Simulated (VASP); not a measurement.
Set up this calculation in VASP 6.6.1, as the native input.

```
Task                   : single point
Functional             : PBEsol
Potentials or basis    : VASP PAW PBE potentials, release 64 (Al, Ni)
Cutoff                 : 520 eV
k mesh                 : 14 × 14 × 14
Occupations            : gaussian, width 0.1 eV
Spin                   : no spin polarisation
Dipole correction      : no
Further INCAR settings : ALGO = Normal; EDIFF = 1e-06; NBANDS = 14
```

The structure of AlNi lies in POSCAR:

```
AlNi
1.0
    2.8679499654      0.0000000000      0.0000000000
    0.0000000000      2.8679499654      0.0000000000
    0.0000000000      0.0000000000      2.8679499654
Al Ni
1 1
Direct
    0.5000000000      0.5000000000      0.5000000000
    0.0000000000      0.0000000000      0.0000000000
```

One way to write it, as run:

INCAR

```
  PREC = Accurate
  ENCUT = 520
  EDIFF = 1E-6
  ISMEAR = 0
  SIGMA = 0.1
  LREAL = F
  LASPH = T
  NELM = 100
  ALGO = Normal
  ISIF = 2
  LWAVE = F
  LCHARG = F
  GGA = PS
  NBANDS = 14
```

KPOINTS

```
regular mesh
0
Gamma
  14 14 14
```

Potentials or basis: VASP PAW PBE potentials, release 64 (Al, Ni).

Command:

```sh
$ cat potpaw_PBE.64/Al/POTCAR potpaw_PBE.64/Ni/POTCAR > POTCAR
$ mpirun -np 1 vasp_std > vasp.out
```

It gave:

```
Pressure : -0.9 GPa
```

Caveat: the PAW data sets were made with another functional, which shifts forces and pressure a little.

Wall time 31 s on 1 thread of Intel(R) Xeon(R) Platinum 8375C CPU @ 2.90GHz (Ice Lake) (shared host), peak memory 0.16 GiB.
